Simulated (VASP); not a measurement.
# Sr (I4/mmm) in VASP: single point with PBEsol

Aim: the single point of Sr with PBEsol.

All numbers are computed with VASP 6.6.1; they aren't measurements. Logs are shortened: lines on timing, memory, paths and dates and some standing lists are left out, and cuts for length are marked.

## Step 1: The cell of the first run

The structure is tetragonal, space group I4/mmm (No. 139). Conventional cell: a = 4.195 Å, b = 4.195 Å, c = 5.780 Å, α = 90.00°, β = 90.00°, γ = 90.00°. Within 5.4 Å of Sr (site symmetry 4/mmm) lie 12 Sr at 4.14 to 4.19 Å.

## Step 2: Single point, PBEsol (strain -0.025 along x and y, -0.050 along z)

INCAR reads:

```
SYSTEM = Sr
ALGO = Normal ; EDIFF = 1E-6
ENCUT = 520 ; GGA = PS
ISIF = 2 ; ISMEAR = 0
LASPH = .TRUE. ; LCHARG = .TRUE.
LELF = .TRUE. ; LREAL = .FALSE.
LVHAR = .TRUE. ; LWAVE = .FALSE.
NBANDS = 11 ; NELM = 100
PREC = Accurate ; SIGMA = 0.03
```

KPOINTS reads:

```
k-points
0
G
  10 10 10
  0 0 0
```

POSCAR reads:

```
Sr
1.0
    0.0000000000      2.9662912500      2.8902325000
    2.9662912500      0.0000000000      2.8902325000
    2.9662912500      2.9662912500      0.0000000000
Sr
1
Direct
    0.0000000000      0.0000000000      0.0000000000
```

Potentials or basis: VASP PAW PBE potentials, release 64 (Sr_sv).

The run is started by

```console
cat potpaw_PBE.64/Sr_sv/POTCAR > POTCAR
mpirun -np 1 vasp_std > vasp.out
```

OUTCAR:

```text
SYSTEM = Sr
   EDIFF = 1E-6
   ENCUT = 520
   GGA = PS
   ISIF = 2
   ISMEAR = 0
   LASPH = .TRUE.
   LREAL = .FALSE.
   NELM = 100
   PREC = Accurate

 ion  position               nearest neighbor table
   1  0.000  0.000  0.000-

  LATTYP: Found a body centered tetragonal cell.
 ALAT       =     4.1949693157
 C/A-ratio  =     1.3779516762

  Lattice vectors:

 A1 = (   0.0000000000,  -2.9662912500,  -2.8902325000)
 A2 = (   0.0000000000,   2.9662912500,  -2.8902325000)
 A3 = (   2.9662912500,   0.0000000000,   2.8902325000)

Analysis of symmetry for initial positions (statically):
=====================================================================
 Subroutine PRICEL returns:
 Original cell was already a primitive cell.

 Routine SETGRP: Setting up the symmetry group for a
 body centered tetragonal supercell.

 Subroutine GETGRP returns: Found 16 space group operations
 (whereof 16 operations were pure point group operations)
 out of a pool of 16 trial point group operations.

The static configuration has the point symmetry D_4h.

Analysis of symmetry for dynamics (positions and initial velocities):
=====================================================================
 Subroutine PRICEL returns:
 Original cell was already a primitive cell.

 Routine SETGRP: Setting up the symmetry group for a
 body centered tetragonal supercell.

 Subroutine GETGRP returns: Found 16 space group operations
 (whereof 16 operations were pure point group operations)
 out of a pool of 16 trial point group operations.

The dynamic configuration has the point symmetry D_4h.

 Subroutine INISYM returns: Found 16 space group operations
 (whereof 16 operations are pure point group operations),
 and found     1 'primitive' translations

----------------------------------------------------------------------------------------

                                     Primitive cell

  volume of cell :      50.8616

  direct lattice vectors                    reciprocal lattice vectors
     0.000000000  2.966291250  2.890232500    -0.168560656  0.168560656  0.172996463
     2.966291250  0.000000000  2.890232500     0.168560656 -0.168560656  0.172996463
     2.966291250  2.966291250  0.000000000     0.168560656  0.168560656 -0.172996463

  length of vectors
     4.141536875  4.141536875  4.194969316     0.294538904  0.294538904  0.294538904

  position of ions in fractional coordinates (direct lattice)
     0.000000000  0.000000000  0.000000000

  ion indices of the primitive-cell ions
   primitive index   ion index
                 1           1

----------------------------------------------------------------------------------------

 KPOINTS: k-points

Automatic generation of k-mesh.
 Grid dimensions read from file:
 generate k-points for:   10   10   10

 Generating k-lattice:

  Cartesian coordinates                     Fractional coordinates (reciprocal lattice)
    -0.016856066  0.016856066  0.017299646     0.100000000 -0.000000000  0.000000000
     0.016856066 -0.016856066  0.017299646    -0.000000000  0.100000000  0.000000000
     0.016856066  0.016856066 -0.017299646     0.000000000  0.000000000  0.100000000

  Length of vectors
     0.029453890  0.029453890  0.029453890

  Shift w.r.t. Gamma in fractional coordinates (k-lattice)
     0.000000000  0.000000000  0.000000000

 Subroutine IBZKPT returns following result:
 ===========================================

 Found    102 irreducible k-points:

 Following reciprocal coordinates:
            Coordinates               Weight
  0.000000  0.000000  0.000000      1.000000
  0.100000  0.000000  0.000000      8.000000
  0.200000  0.000000  0.000000      8.000000
  0.300000 -0.000000  0.000000      8.000000
  0.400000 -0.000000  0.000000      8.000000
  0.500000 -0.000000  0.000000      4.000000
[... 16 lines left out ...]
  0.300000  0.300000  0.000000      2.000000
  0.400000  0.300000  0.000000      8.000000
 [... further k-points ...]
   k-points           NKPTS =    102   k-points in BZ     NKDIM =    102   number of bands    NBANDS=     11
   number of dos      NEDOS =    301   number of ions     NIONS =      1
   total plane-waves  NPLWV =  32768
   dimension x,y,z NGX =    32 NGY =   32 NGZ =   32
   dimension x,y,z NGXF=    64 NGYF=   64 NGZF=   64
   ions per type =               1
   NGX,Y,Z   is equivalent  to a cutoff of  12.85, 12.85, 12.68 a.u.
   NGXF,Y,Z  is equivalent  to a cutoff of  25.69, 25.69, 25.36 a.u.
 SYSTEM =  Sr
   PREC   = accura    normal or accurate (medium, high low for compatibility)
   ISTART =      0    job   : 0-new  1-cont  2-samecut
   ICHARG =      2    charge: 1-file 2-atom 10-const
   ISPIN  =      1    spin polarized calculation?
   LNONCOLLINEAR =      F non collinear calculations
   LSORBIT =      F    spin-orbit coupling
   LASPH  =      T    aspherical Exc in radial PAW
   ENCUT  =  520.0 eV  38.22 Ry    6.18 a.u.   7.70  7.70  7.80*2*pi/ulx,y,z
   NELM   =    100;   NELMIN=  2; NELMDL= -5     # of ELM steps
   EDIFF  = 0.1E-05   stopping-criterion for ELM
   LREAL  =      F    real-space projection
   EDIFFG = 0.1E-04   stopping-criterion for IOM
   NSW    =      0    number of steps for IOM
   IBRION =     -1    ionic relax: 0-MD 1-quasi-New 2-CG
   NFREE  =      0    steps in history (QN), initial steepest desc. (CG)
   ISIF   =      2    stress and relaxation
   ISYM   =      2    0-nonsym 1-usesym 2-fastsym
   POTIM  = 0.5000    time-step for ionic-motion
   TEBEG  =    0.0;   TEEND  =   0.0 temperature during run
   PSTRESS=    0.0 pullay stress
   NELECT =      10.0000    total number of electrons
   NUPDOWN=      -1.0000    fix difference up-down
   EMIN   =  10.00;   EMAX   =-10.00  energy-range for DOS
   EFERMI =   0.00;   METHOD = LEGACY
   ISMEAR =     0;   SIGMA  =   0.03  broadening in eV -4-tet -1-fermi 0-gaus
   EFERMI_NEDOS =   21; number of points for ismear=-14 and -15
   IALGO  =     38    algorithm
   IMIX   =      4    mixing-type and parameters
     AMIX     =   0.40;   BMIX     =  1.00
     AMIX_MAG =   1.60;   BMIX_MAG =  1.00
  volume/ion in A,a.u.               =      50.86       343.23
  Fermi-wavevector in a.u.,A,eV,Ry     =   0.951944  1.798913 12.329563  0.906197
  Thomas-Fermi vector in A             =   2.080461
   LORBIT       =      0    0 simple, 1 ext, 2 COOP (PROOUT), +10 PAW based schemes
   GGA     = PS    functional components
   LHFCALC =     F    Hartree Fock is set to
   AEXX    =    0.0000 exact exchange contribution
   IVDW    =     0    specifies the selected vdW correction
   LEPSILON=     F    determine dielectric tensor
   LRPA    =     F    only Hartree local field effects (RPA)
 non-spin polarized calculation
 Gauss-broadening in eV      SIGMA  =   0.03
  energy-cutoff  :      520.00
  volume of cell :       50.86
 maximum number of plane-waves:      1395
   NGX = 15   NGY = 15   NGZ = 15

 number of electron      10.0000000 magnetization

 Free energy of the ion-electron system (eV)
  ---------------------------------------------------
  ext. energy  EPLUGINS =         0.00000000
  ---------------------------------------------------
  free energy    TOTEN  =        -1.83844316 eV

  energy without entropy =       -1.83762926  energy(sigma->0) =       -1.83803621

 E-fermi :   1.7921     XC(G=0):  -7.6771

 val. band max:        1.7787721197   @ k =  -0.3000   0.1000   0.4000
 cond. band min:       1.8001948620   @ k =  -0.4000   0.0000   0.3000
 fundamental gap:      0.0214227423
 Fermi energy:         1.7921320174

 k-point     1 :       0.0000    0.0000    0.0000
  band No.  band energies     occupation
      1     -34.6184      2.00000
      2     -16.5046      2.00000
      3     -16.5046      2.00000
      4     -16.5012      2.00000
      5      -2.0114      2.00000
      6       4.1366      0.00000
      7       4.1366      0.00000
      8       4.2787      0.00000
      9       5.6658      0.00000
     10       5.8973      0.00000
     11       9.1281      0.00000

 k-point     2 :       0.1000    0.0000    0.0000
  band No.  band energies     occupation
      1     -34.6165      2.00000
      2     -16.5294      2.00000
      3     -16.5085      2.00000
      4     -16.5053      2.00000
      5      -1.8376      2.00000
      6       3.9147      0.00000
      7       4.2138      0.00000
      8       4.3211      0.00000
      9       5.5703      0.00000
     10       5.7787      0.00000
     11       9.5639      0.00000

 k-point     3 :       0.2000    0.0000    0.0000
  band No.  band energies     occupation
      1     -34.6113      2.00000
      2     -16.5964      2.00000
      3     -16.5185      2.00000
      4     -16.5130      2.00000
      5      -1.3438      2.00000
      6       3.3558      0.00000
      7       4.3047      0.00000
      8       4.4430      0.00000
      9       5.5371      0.00000
     10       5.6653      0.00000
     11       9.3563      0.00000

 k-point     4 :       0.3000   -0.0000    0.0000
  band No.  band energies     occupation
      1     -34.6050      2.00000
      2     -16.6774      2.00000
      3     -16.5309      2.00000
      4     -16.5224      2.00000
      5      -0.6178      2.00000
      6       2.7601      0.00000
      7       4.1769      0.00000
      8       4.3579      0.00000
      9       5.9486      0.00000
     10       5.9743      0.00000
     11       8.5440      0.00000
[... 239 lines left out ...]
 k-point    22 :      -0.2000    0.2000    0.0000
  band No.  band energies     occupation
      1     -34.6030      2.00000
      2     -16.6582      2.00000
      3     -16.5759      2.00000
      4     -16.5301      2.00000
      5      -0.3731      2.00000
      6       2.8906      0.00000
      7       3.6161      0.00000
      8       4.7015      0.00000
      9       5.0455      0.00000
     10       6.7379      0.00000
     11       9.2249      0.00000

 k-point    23 :       0.3000    0.3000    0.0000
  band No.  band energies     occupation
      1     -34.5996      2.00000
      2     -16.6686      2.00000
      3     -16.5717      2.00000
      4     -16.5717      2.00000
      5      -0.1360      2.00000
      6       2.5556      0.00000
      7       3.6331      0.00000
      8       5.2063      0.00000
      9       5.2063      0.00000
     10       6.4247      0.00000
     11      10.2745      0.00000

 k-point    24 :       0.4000    0.3000    0.0000
  band No.  band energies     occupation
      1     -34.5955      2.00000
      2     -16.7040      2.00000
      3     -16.5896      2.00000
      4     -16.5834      2.00000
      5       0.4411      2.00000
      6       2.3148      0.00000
      7       3.2525      0.00000
      8       5.3542      0.00000
      9       5.7580      0.00000
     10       6.8147      0.00000
     11       8.7303      0.00000

 [... further k-points ...]

------------------------ aborting loop because EDIFF is reached ----------------------------------------

  FORCE on cell =-STRESS in cart. coord.  units (eV):
  Direction    XX          YY          ZZ          XY          YZ          ZX
  --------------------------------------------------------------------------------------
  -------------------------------------------------------------------------------------
  Total        0.0644225      0.0644225      0.0726532      0.0000000      0.0000000     -0.0000000
  in kB        2.0293537      2.0293537      2.2886274      0.0000000      0.0000000     -0.0000000
  external PRESSURE =       2.1157782 kB  Pullay stress =       0.0000000 kB

 VOLUME and BASIS-vectors are now :
 -----------------------------------------------------------------------------
  energy-cutoff  :      520.00
  volume of cell :       50.86
      direct lattice vectors                 reciprocal lattice vectors
     0.000000000  2.966291250  2.890232500    -0.168560656  0.168560656  0.172996463
     2.966291250  0.000000000  2.890232500     0.168560656 -0.168560656  0.172996463
     2.966291250  2.966291250  0.000000000     0.168560656  0.168560656 -0.172996463

 POSITION                                       TOTAL-FORCE (eV/Angst)
 -----------------------------------------------------------------------------------
      0.00000      0.00000      0.00000         0.000000      0.000000      0.000000
 -----------------------------------------------------------------------------------
    total drift:                                0.000000      0.000000      0.000000

  FREE ENERGIE OF THE ION-ELECTRON SYSTEM (eV)
  ---------------------------------------------------
  free  energy   TOTEN  =        -1.8384431604 eV

  energy  without entropy=       -1.8376292556  energy(sigma->0) =       -1.83803621
```

It took 49 s on 1 thread of Intel Xeon 8259CL, shared host; peak memory 0.21 GiB.

What came out:

```
Free energy            : -1.8384 eV
Pressure               : 0.2 GPa
Band gap on the k mesh : zero (bands 5 and 6 overlap by 0.04 eV)
```

Caveat: the cell differs from its parent crystal (strain -0.025 along x and y, -0.050 along z); the PAW data sets were made with another functional, which shifts forces and pressure a little.
